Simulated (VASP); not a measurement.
# GaN (P6/mmm) in VASP: a series of runs

The runs below take GaN through single point, with HF, PBEsol-based global hybrid, PBEsol-based screened hybrid, PBE-based screened hybrid.

Program: VASP 6.6.1. These are calculated values, not measurements. Logs are shortened: lines on timing, memory, paths and dates and some standing lists are left out, and cuts for length are marked.

## (1) The cell of the first run

It takes space group P6/mmm (No. 191, hexagonal). Conventional cell: a = 5.230 Å, b = 5.230 Å, c = 3.390 Å, α = 90.00°, β = 90.00°, γ = 120.00°. Within 2.3 Å of Ga (site symmetry 6/mmm) lie 2 N at 1.70 Å. Within 2.3 Å of N (site symmetry 6/mmm) lie 2 Ga at 1.70 Å.

## (2) Single point, HF

Input file POSCAR:

```
GaN
1.0
    5.2303800000      0.0000000000      0.0000000000
   -2.6151900000      4.5296400000      0.0000000000
    0.0000000000      0.0000000000      3.3901000000
Ga N
1 1
Direct
    0.0000000000      0.0000000000      0.5000000000
    0.0000000000      0.0000000000      0.0000000000
```

Input file INCAR.step1:

```
ALGO = Normal
EDIFF = 1E-5
ENCUT = 520
GGA = PE
ISIF = 2
ISMEAR = -1
LASPH = True
LCHARG = False
LREAL = False
LWAVE = True
NBANDS = 16
NELM = 100
PREC = Accurate
SIGMA = 0.05
```

Input file INCAR.step2:

```
AEXX = 1.0
AGGAC = 0.0
ALDAC = 0.0
ALGO = Normal
EDIFF = 1E-7
ENCUT = 520
GGA = PE
ISIF = 2
ISMEAR = -1
ISTART = 1
LASPH = True
LCHARG = False
LHFCALC = True
LREAL = False
LWAVE = False
NBANDS = 16
NELM = 100
PREC = Accurate
PRECFOCK = Normal
SIGMA = 0.05
```

Input file KPOINTS:

```
k-points
0
Gamma
  3 3 4
```

Potentials or basis: VASP PAW PBE potentials, release 64 (Ga_d, N).

On the command line:

```
cat potpaw_PBE.64/Ga_d/POTCAR potpaw_PBE.64/N/POTCAR > POTCAR
cp INCAR.step1 INCAR
mpirun -np 1 vasp_std > vasp.out
cp INCAR.step2 INCAR
mpirun -np 1 vasp_std > vasp.out
```

OUTCAR:

```text
AEXX = 1.0
   EDIFF = 1E-7
   ENCUT = 520
   GGA = PE
   ISIF = 2
   ISMEAR = -1
   ISTART = 1
   LASPH = True
   LHFCALC = True
   LREAL = False
   NELM = 100
   PREC = Accurate
   PRECFOCK = Normal

 ion  position               nearest neighbor table
   1  0.000  0.000  0.500-   2 1.70   2 1.70
   2  0.000  0.000  0.000-   1 1.70   1 1.70

  LATTYP: Found a hexagonal cell.
 ALAT       =     5.2303800000
 C/A-ratio  =     0.6481555833

  Lattice vectors:

 A1 = (   5.2303800000,   0.0000000000,   0.0000000000)
 A2 = (  -2.6151900000,   4.5296400000,   0.0000000000)
 A3 = (   0.0000000000,   0.0000000000,   3.3901000000)

Analysis of symmetry for initial positions (statically):
=====================================================================
 Subroutine PRICEL returns:
 Original cell was already a primitive cell.

 Routine SETGRP: Setting up the symmetry group for a
 hexagonal supercell.

 Subroutine GETGRP returns: Found 24 space group operations
 (whereof 24 operations were pure point group operations)
 out of a pool of 24 trial point group operations.

The static configuration has the point symmetry D_6h.

Analysis of symmetry for dynamics (positions and initial velocities):
=====================================================================
 Subroutine PRICEL returns:
 Original cell was already a primitive cell.

 Routine SETGRP: Setting up the symmetry group for a
 hexagonal supercell.

 Subroutine GETGRP returns: Found 24 space group operations
 (whereof 24 operations were pure point group operations)
 out of a pool of 24 trial point group operations.

The dynamic configuration has the point symmetry D_6h.

 Subroutine INISYM returns: Found 24 space group operations
 (whereof 24 operations are pure point group operations),
 and found     1 'primitive' translations

----------------------------------------------------------------------------------------

                                     Primitive cell

  volume of cell :      80.3174

  direct lattice vectors                    reciprocal lattice vectors
     5.230380000  0.000000000  0.000000000     0.191190697  0.110384048  0.000000000
    -2.615190000  4.529640000  0.000000000     0.000000000  0.220768096  0.000000000
     0.000000000  0.000000000  3.390100000     0.000000000  0.000000000  0.294976549

  length of vectors
     5.230380000  5.230378310  3.390100000     0.220768025  0.220768096  0.294976549

  position of ions in fractional coordinates (direct lattice)
     0.000000000  0.000000000  0.500000000
     0.000000000  0.000000000  0.000000000

  ion indices of the primitive-cell ions
   primitive index   ion index
                 1           1
                 2           2

----------------------------------------------------------------------------------------

 KPOINTS: k-points

Automatic generation of k-mesh.
 Grid dimensions read from file:
 generate k-points for:    3    3    4

 Generating k-lattice:

  Cartesian coordinates                     Fractional coordinates (reciprocal lattice)
     0.063730232  0.036794683  0.000000000     0.333333333  0.000000000  0.000000000
     0.000000000  0.073589365  0.000000000     0.000000000  0.333333333  0.000000000
     0.000000000  0.000000000  0.073744137     0.000000000  0.000000000  0.250000000

  Length of vectors
     0.073589342  0.073589365  0.073744137

  Shift w.r.t. Gamma in fractional coordinates (k-lattice)
     0.000000000  0.000000000  0.000000000

 Subroutine IBZKPT returns following result:
 ===========================================

 Found      9 irreducible k-points:

 Following reciprocal coordinates:
            Coordinates               Weight
  0.000000  0.000000  0.000000      1.000000
  0.333333  0.000000  0.000000      6.000000
  0.333333  0.333333  0.000000      2.000000
  0.000000  0.000000  0.250000      2.000000
  0.333333  0.000000  0.250000     12.000000
  0.333333  0.333333  0.250000      4.000000
  0.000000  0.000000  0.500000      1.000000
  0.333333  0.000000  0.500000      6.000000
  0.333333  0.333333  0.500000      2.000000
   k-points           NKPTS =      9   k-points in BZ     NKDIM =     36   number of bands    NBANDS=     16
   number of dos      NEDOS =    301   number of ions     NIONS =      2
   total plane-waves  NPLWV =  44800
   dimension x,y,z NGX =    40 NGY =   40 NGZ =   28
   dimension x,y,z NGXF=    80 NGYF=   80 NGZF=   56
   ions per type =               1   1
   NGX,Y,Z   is equivalent  to a cutoff of  12.71, 12.71, 13.73 a.u.
   NGXF,Y,Z  is equivalent  to a cutoff of  25.43, 25.43, 27.46 a.u.
 SYSTEM =  unknown system
   PREC   = accura    normal or accurate (medium, high low for compatibility)
   ISTART =      1    job   : 0-new  1-cont  2-samecut
   ICHARG =      0    charge: 1-file 2-atom 10-const
   ISPIN  =      1    spin polarized calculation?
   LNONCOLLINEAR =      F non collinear calculations
   LSORBIT =      F    spin-orbit coupling
   LASPH  =      T    aspherical Exc in radial PAW
   ENCUT  =  520.0 eV  38.22 Ry    6.18 a.u.   9.73  9.73  6.30*2*pi/ulx,y,z
   NELM   =    100;   NELMIN=  2; NELMDL=  0     # of ELM steps
   EDIFF  = 0.1E-06   stopping-criterion for ELM
   LREAL  =      F    real-space projection
   EDIFFG = 0.1E-05   stopping-criterion for IOM
   NSW    =      0    number of steps for IOM
   IBRION =     -1    ionic relax: 0-MD 1-quasi-New 2-CG
   NFREE  =      0    steps in history (QN), initial steepest desc. (CG)
   ISIF   =      2    stress and relaxation
   ISYM   =      3    0-nonsym 1-usesym 2-fastsym
   POTIM  = 0.5000    time-step for ionic-motion
   TEBEG  =    0.0;   TEEND  =   0.0 temperature during run
   PSTRESS=    0.0 pullay stress
   NELECT =      18.0000    total number of electrons
   NUPDOWN=      -1.0000    fix difference up-down
   EMIN   =  10.00;   EMAX   =-10.00  energy-range for DOS
   EFERMI =   0.00;   METHOD = LEGACY
   ISMEAR =    -1;   SIGMA  =   0.05  broadening in eV -4-tet -1-fermi 0-gaus
   EFERMI_NEDOS =   21; number of points for ismear=-14 and -15
   IALGO  =     38    algorithm
   IMIX   =      1    mixing-type and parameters
     AMIX     =   0.40;   BMIX     =  1.00
     AMIX_MAG =   1.60;   BMIX_MAG =  1.00
  volume/ion in A,a.u.               =      40.16       271.00
  Fermi-wavevector in a.u.,A,eV,Ry     =   0.994403  1.879150 13.453954  0.988838
  Thomas-Fermi vector in A             =   2.126352
   LORBIT       =      0    0 simple, 1 ext, 2 COOP (PROOUT), +10 PAW based schemes
   GGA     = PE    functional components
   LHFCALC =     T    Hartree Fock is set to
   PRECFOCK=normal    Normal, Fast or Accurate (Low or Medium for compatibility)
   ENCUT4O =  -1.0   cutoff for four orbital integrals eV
   NKREDX  =     1    reduce k-point grid by
   NKREDY  =     1    reduce k-point grid by
   NKREDZ  =     1    reduce k-point grid by
   AEXX    =    1.0000 exact exchange contribution
   HFSCREEN=    0.0000 screening length (either q_TF or 0.3 A-1)
   HFSCREENC=   0.0000 screening length for correlation (either q_TF or 0.3 A-1)
   ENCUTFOCK=  -1.0 apply spherical cutoff to Coloumb kernel
   IVDW    =     0    specifies the selected vdW correction
   LEPSILON=     F    determine dielectric tensor
   LRPA    =     F    only Hartree local field effects (RPA)
 non-spin polarized calculation
  energy-cutoff  :      520.00
  volume of cell :       80.32
 maximum number of plane-waves:      2178
 NGX is ok and might be reduce to    40
  NGX = 30; NGY = 30; NGZ = 20

 number of electron      18.0000010 magnetization

 Free energy of the ion-electron system (eV)
  ---------------------------------------------------
  ext. energy  EPLUGINS =         0.00000000
  ---------------------------------------------------
  free energy    TOTEN  =       -21.22450655 eV

  energy without entropy =      -21.22450655  energy(sigma->0) =      -21.22450655

 E-fermi :  -4.8955     XC(G=0):   0.0000

 val. band max:       -6.0294683957   @ k =   0.0000   0.0000   0.5000
 cond. band min:       2.5906499599   @ k =   0.0000   0.0000   0.0000
 fundamental gap:      8.6201183556
 Fermi energy:        -4.8955378361

 k-point     1 :       0.0000    0.0000    0.0000
  band No.  band energies     occupation
      1     -29.8031      2.00000
      2     -28.8159      2.00000
      3     -28.8159      2.00000
      4     -28.6331      2.00000
      5     -28.6331      2.00000
      6     -23.0591      2.00000
      7     -10.0048      2.00000
      8      -8.0545      2.00000
      9      -8.0545      2.00000
     10       2.5906      0.00000
     11       8.6268      0.00000
     12       9.0161      0.00000
     13       9.0161      0.00000
     14       9.8597      0.00000
     15      10.9448      0.00000
     16      10.9448      0.00000

 k-point     2 :       0.3333    0.0000    0.0000
  band No.  band energies     occupation
      1     -29.8027      2.00000
      2     -28.8159      2.00000
      3     -28.8156      2.00000
      4     -28.6331      2.00000
      5     -28.6331      2.00000
      6     -23.0420      2.00000
      7     -10.0001      2.00000
      8      -8.3816      2.00000
      9      -8.1262      2.00000
     10       3.7425      0.00000
     11       6.5512      0.00000
     12       7.7054      0.00000
     13       9.2380      0.00000
     14      12.1212      0.00000
     15      12.1948      0.00000
     16      14.4040      0.00000

 k-point     3 :       0.3333    0.3333    0.0000
  band No.  band energies     occupation
      1     -29.8024      2.00000
      2     -28.8157      2.00000
      3     -28.8157      2.00000
      4     -28.6331      2.00000
      5     -28.6331      2.00000
      6     -23.0333      2.00000
      7      -9.9977      2.00000
      8      -8.3519      2.00000
      9      -8.3519      2.00000
     10       5.0258      0.00000
     11       6.0491      0.00000
     12       6.0491      0.00000
     13      11.2898      0.00000
     14      11.7475      0.00000
     15      11.7475      0.00000
     16      15.9804      0.00000

 k-point     4 :       0.0000    0.0000    0.2500
  band No.  band energies     occupation
      1     -29.3523      2.00000
      2     -28.8130      2.00000
      3     -28.8130      2.00000
      4     -28.6813      2.00000
      5     -28.6813      2.00000
      6     -23.3978      2.00000
      7     -11.9107      2.00000
      8      -7.1632      2.00000
      9      -7.1632      2.00000
     10       4.1364      0.00000
     11       8.9261      0.00000
     12       8.9261      0.00000
     13       9.8714      0.00000
     14       9.8714      0.00000
     15       9.9938      0.00000
     16      10.6838      0.00000

 k-point     5 :       0.3333    0.0000    0.2500
  band No.  band energies     occupation
      1     -29.3521      2.00000
      2     -28.8130      2.00000
      3     -28.8127      2.00000
      4     -28.6814      2.00000
      5     -28.6813      2.00000
      6     -23.3857      2.00000
      7     -11.8793      2.00000
      8      -7.4445      2.00000
      9      -7.2250      2.00000
     10       5.0654      0.00000
     11       6.9227      0.00000
     12       8.2694      0.00000
     13       9.2180      0.00000
     14      10.2190      0.00000
     15      11.9024      0.00000
     16      13.5121      0.00000

 k-point     6 :       0.3333    0.3333    0.2500
  band No.  band energies     occupation
      1     -29.3520      2.00000
      2     -28.8128      2.00000
      3     -28.8128      2.00000
      4     -28.6814      2.00000
      5     -28.6814      2.00000
      6     -23.3796      2.00000
      7     -11.8633      2.00000
      8      -7.4199      2.00000
      9      -7.4199      2.00000
     10       6.1095      0.00000
     11       6.1095      0.00000
     12       7.4420      0.00000
     13       9.9985      0.00000
     14       9.9985      0.00000
     15      12.5450      0.00000
     16      13.7660      0.00000

 k-point     7 :       0.0000    0.0000    0.5000
  band No.  band energies     occupation
      1     -28.8100      2.00000
      2     -28.8100      2.00000
      3     -28.8005      2.00000
      4     -28.7296      2.00000
      5     -28.7296      2.00000
      6     -23.8598      2.00000
      7     -13.3315      2.00000
      8      -6.0295      2.00000
      9      -6.0295      2.00000
     10       6.6296      0.00000
     11       6.8171      0.00000
     12       6.8171      0.00000
     13       7.2481      0.00000
     14      12.0606      0.00000
     15      12.0606      0.00000
     16      12.8391      0.00000

 k-point     8 :       0.3333    0.0000    0.5000
  band No.  band energies     occupation
      1     -28.8100      2.00000
      2     -28.8097      2.00000
      3     -28.8004      2.00000
      4     -28.7298      2.00000
      5     -28.7296      2.00000
      6     -23.8528      2.00000
      7     -13.2888      2.00000
      8      -6.2136      2.00000
      9      -6.0710      2.00000
     10       4.8978      0.00000
     11       6.4191      0.00000
     12       8.4481      0.00000
     13       8.4798      0.00000
     14      10.4992      0.00000
     15      11.2861      0.00000
     16      13.6434      0.00000

 k-point     9 :       0.3333    0.3333    0.5000
  band No.  band energies     occupation
      1     -28.8098      2.00000
      2     -28.8098      2.00000
      3     -28.8004      2.00000
      4     -28.7298      2.00000
      5     -28.7298      2.00000
      6     -23.8494      2.00000
      7     -13.2673      2.00000
      8      -6.1981      2.00000
      9      -6.1981      2.00000
     10       5.1386      0.00000
     11       5.1386      0.00000
     12       9.8384      0.00000
     13       9.8384      0.00000
     14      10.0681      0.00000
     15      11.8926      0.00000
     16      11.9802      0.00000

------------------------ aborting loop because EDIFF is reached ----------------------------------------

  FORCE on cell =-STRESS in cart. coord.  units (eV):
  Direction    XX          YY          ZZ          XY          YZ          ZX
  --------------------------------------------------------------------------------------
  -------------------------------------------------------------------------------------
  Total       -0.0049848     -0.0049848     -1.1553916      0.0000000      0.0000000      0.0000000
  in kB       -0.0994364     -0.0994363    -23.0478458      0.0000000      0.0000000      0.0000000
  external PRESSURE =      -7.7489062 kB  Pullay stress =       0.0000000 kB

 VOLUME and BASIS-vectors are now :
 -----------------------------------------------------------------------------
  energy-cutoff  :      520.00
  volume of cell :       80.32
      direct lattice vectors                 reciprocal lattice vectors
     5.230380000  0.000000000  0.000000000     0.191190697  0.110384048  0.000000000
    -2.615190000  4.529640000  0.000000000     0.000000000  0.220768096  0.000000000
     0.000000000  0.000000000  3.390100000     0.000000000  0.000000000  0.294976549

 POSITION                                       TOTAL-FORCE (eV/Angst)
 -----------------------------------------------------------------------------------
      0.00000      0.00000      1.69505         0.000000      0.000000      0.000000
      0.00000      0.00000      0.00000         0.000000      0.000000      0.000000
 -----------------------------------------------------------------------------------
    total drift:                               -0.000000      0.000000      0.000001

  FREE ENERGIE OF THE ION-ELECTRON SYSTEM (eV)
  ---------------------------------------------------
  free  energy   TOTEN  =       -21.2245065506 eV

  energy  without entropy=      -21.2245065506  energy(sigma->0) =      -21.22450655
```

Run time: 7.5 min. Hardware: 1 thread of Intel Xeon Platinum 8559C (Emerald Rapids), shared host; peak memory 0.21 GiB.

What came out:

- Free energy: -21.2245 eV
- Pressure: -0.8 GPa
- Band gap on the k mesh: 8.62 eV, indirect (least direct gap 10.65 eV)

Caveat: the k points lie up to 0.46 Å⁻¹ apart; the PAW data sets were made with another functional, which shifts forces and pressure a little. A k mesh can miss the band edges.

## (3) Single point, PBEsol-based global hybrid

This run uses another cell than the first one, of 40.88 Å³/atom, 1.018 times its volume.

Input file POSCAR:

```
GaN
1.0
    5.3090563311      0.0000000000      0.0000000000
   -2.6545281655      4.5977776528      0.0000000000
    0.0000000000      0.0000000000      3.3497430876
Ga N
1 1
Direct
    0.0000000000      0.0000000000      0.5000000000
    0.0000000000      0.0000000000      0.0000000000
```

Input file INCAR.step1:

```
ALGO = Normal
EDIFF = 1E-5
ENCUT = 520
GGA = PE
ISIF = 2
ISMEAR = -1
LASPH = T
LREAL = F
LWAVE = T
NBANDS = 16
NELM = 80
PREC = Accurate
SIGMA = 0.05
```

Input file INCAR.step2:

```
AEXX = 0.25
ALGO = Normal
EDIFF = 1E-6
ENCUT = 520
GGA = PS
ISIF = 2
ISMEAR = -1
ISTART = 1
LASPH = T
LCHARG = T
LELF = T
LHFCALC = T
LREAL = F
LVHAR = T
LWAVE = F
NBANDS = 16
NELM = 80
PREC = Accurate
PRECFOCK = Normal
SIGMA = 0.05
```

KPOINTS is that of step 2.

Potentials or basis: VASP PAW PBE potentials, release 64 (Ga_d, N).

On the command line:

```
cat potpaw_PBE.64/Ga_d/POTCAR potpaw_PBE.64/N/POTCAR > POTCAR
cp INCAR.step1 INCAR
mpirun -np 1 vasp_std > vasp.out
cp INCAR.step2 INCAR
mpirun -np 1 vasp_std > vasp.out
```

Wall time 4.5 min (1 thread of Intel Xeon Platinum 8559C (Emerald Rapids), shared host); peak memory 0.21 GiB.

Results (log left out):

- Free energy: -13.1945 eV
- Pressure: -0.3 GPa
- Band gap on the k mesh: 3.37 eV, indirect (least direct gap 5.29 eV)

Stress tensor (GPa, compression positive):
```
-0.03  0.00  0.00
 0.00 -0.03  0.00
 0.00  0.00 -0.77
```

Levels at points of the mesh, in eV from the valence-band top:
| k point | band 6 | band 7 | band 8 | band 9 | band 10 | band 11 | band 12 | band 13 |
| --- | --- | --- | --- | --- | --- | --- | --- | --- |
| (0.00, 0.00, 0.00) | -12.90 | -3.90 | -1.92 | -1.92 | 3.37 | 8.27 | 9.96 | 9.96 |
| (0.00, 0.00, 0.50) | -14.27 | -6.80 | 0.00 | 0.00 | 6.46 | 6.46 | 7.57 | 8.43 |

Caveat: the k points lie up to 0.47 Å⁻¹ apart; the PAW data sets were made with another functional, which shifts forces and pressure a little. A k mesh can miss the band edges.

(Part 1 of 2 ends here.)
